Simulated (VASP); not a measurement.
Input of a VASP 6.6.1 run:

INCAR

```
ALGO     = Normal         # electronic algorithm
EDIFF    = 1E-7           # SCF threshold, eV
ENCUT    = 520            # plane-wave cutoff, eV
GGA      = PS             # functional
ISIF     = 2              # what is computed and relaxed
ISMEAR   = -1             # smearing method
LASPH    = True           # aspherical terms in the spheres
LCHARG   = False          # write CHGCAR
LREAL    = False          # projectors in reciprocal space
LWAVE    = False          # write WAVECAR
NBANDS   = 11             # bands
NELM     = 100            # most SCF steps
PREC     = Accurate       # precision mode
SIGMA    = 0.08           # smearing width, eV
```

KPOINTS

```
k-points
0
Gamma
  11 11 11
```

The input POSCAR:

```
Sr
1.0
   -2.0266193389      2.0266193389      2.0266193389
    2.0266193389     -2.0266193389      2.0266193389
    2.0266193389      2.0266193389     -2.0266193389
Sr
1
Direct
    0.0000000000      0.0000000000      0.0000000000
```

Potentials or basis: VASP PAW PBE potentials, release 64 (Sr_sv).

The run is started by

```sh
$ cat potpaw_PBE.64/Sr_sv/POTCAR > POTCAR
$ mpirun -np 1 vasp_std > vasp.out
```

Q: Predict the band gap on the k mesh.

A: Zero (band 5 reaches 4.01 eV, above the bottom of band 6 at 2.54 eV).

Q: Predict the pressure.

A: 10.6 GPa.

Caveat: the PAW data sets were made with another functional, which shifts forces and pressure a little.
